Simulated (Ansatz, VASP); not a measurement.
**Two plane-wave programs on Te2Mo**

Contents of INCAR:

```
PREC = Accurate
ENCUT = 520
EDIFF = 1E-6
ISMEAR = -1
SIGMA = 0.05
LREAL = F
LASPH = T
NELM = 60
ALGO = Normal
ISIF = 2
LWAVE = F
LCHARG = T
GGA = PE
LELF = T
LVHAR = T
NBANDS = 35
```

The input KPOINTS:

```
regular mesh
0
Gamma
  4 8 1
```

The input POSCAR:

```
Te2Mo
1.0
    6.4453239976      0.0000000000      0.0000000000
    0.0000000000      3.5262030893      0.0000000000
   -0.0868695265      0.0000000000     36.6519436197
Te Mo
4 2
Direct
    0.4292511000      0.7500000000      0.5407035800
    0.5707489000      0.2500000000      0.4592964200
    0.9208478700      0.2500000000      0.5565273200
    0.0791521300      0.7500000000      0.4434726800
    0.1813475600      0.2500000000      0.4974653700
    0.8186524400      0.7500000000      0.5025346300
```

Contents of input.yaml:

```yaml
crystal:
  lattice:
    - [6.4453239976, 0.0, 0.0]
    - [0.0, 3.5262030893, 0.0]
    - [-0.0868695265, 0.0, 36.6519436197]
  atoms:
    - { symbol: Te, position: [0.4292511, 0.75, 0.54070358] }
    - { symbol: Te, position: [0.5707489, 0.25, 0.45929642] }
    - { symbol: Te, position: [0.92084787, 0.25, 0.55652732] }
    - { symbol: Te, position: [0.07915213, 0.75, 0.44347268] }
    - { symbol: Mo, position: [0.18134756, 0.25, 0.49746537] }
    - { symbol: Mo, position: [0.81865244, 0.75, 0.50253463] }
hamiltonian:
  xc: pbe
  pseudopotentials: { kind: nc, accuracy: standard }
kpoints:
  mp_grid: { grid: [4, 8, 1] }
scf:
  occupations: { method: fermi_dirac, width: 0.05 }
output:
  forces: true
  stress: true
  eigenvalues: true
```

Alike in both runs: task single point; functional PBE; k mesh 4 × 8 × 1; occupations fermi-dirac, width 0.05 eV; no spin polarisation.

|  | VASP | Ansatz |
| --- | --- | --- |
| version | VASP 6.6.1 | Ansatz 0.2.0 |
| potentials or method | VASP PAW PBE potentials, release 64 (Te, Mo_sv) | PseudoDojo standard (PBE files) |
| plane-wave cutoff (eV) | 520 | 1120 |
| valence electrons in the cell | 52 | 92 |

|  | VASP | Ansatz | Ansatz less VASP |
| --- | --- | --- | --- |
| gap on the k mesh at the Fermi level (eV) | none | none | - |
| rms of the force components (eV/Å) | 0.147 | 0.149 | +0.0018 |

Atom by atom the forces differ by 0.004 eV/Å (rms over components). A gap of «none» marks a metal or a gap that the smearing closes. VASP's potentials hold 52 valence electrons a cell and Ansatz's 92, so a difference there can come from the potentials and not from the codes.

Spin-orbit coupling is off throughout.
